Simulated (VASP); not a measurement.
Set up this calculation in VASP 6.6.1, as the native input.

| Item | Value |
| --- | --- |
| Task | single point |
| Functional | PBEsol |
| Potentials or basis | VASP PAW PBE potentials, release 64 (Al, Ni) |
| Cutoff | 520 eV |
| k mesh | 16 × 16 × 16 |
| Occupations | gaussian, width 0.15 eV |
| Spin | no spin polarisation |
| Dipole correction | no |
| Further INCAR settings | ALGO = Fast; EDIFF = 1e-06; NBANDS = 14 |

The structure of AlNi lies in POSCAR:

```
AlNi
1.0
    1.9201739771     -1.9201229512      0.0000000000
    1.9201739771      1.9201229512      0.0000000000
    0.0000000000      0.0000000000      2.9454000000
Al Ni
1 1
Direct
    0.0000000000      0.0000000000      0.0000000000
    0.5000000000      0.5000000000      0.5000000000
```

The input as run:

INCAR

```
PREC = Accurate
ENCUT = 520
EDIFF = 1E-6
ISMEAR = 0
SIGMA = 0.15
LREAL = False
LASPH = True
NELM = 80
ALGO = Fast
ISIF = 2
LWAVE = False
LCHARG = True
GGA = PS
LELF = True
LVHAR = True
NBANDS = 14
```

KPOINTS

```
Automatic mesh
0
Gamma
  16 16 16
```

Potentials or basis: VASP PAW PBE potentials, release 64 (Al, Ni).

Launch:

```console
$ cat potpaw_PBE.64/Al/POTCAR potpaw_PBE.64/Ni/POTCAR > POTCAR
$ mpirun -np 1 vasp_std > vasp.out
```

Results of the run:

```yaml
Pressure: 16.4 GPa
```

Caveat: the PAW data sets were made with another functional, which shifts forces and pressure a little.

It took 2.5 min on 1 thread of Intel(R) Xeon(R) Platinum 8259CL CPU @ 2.50GHz (Skylake/Cascade Lake) (shared host), peak memory 0.3 GiB.
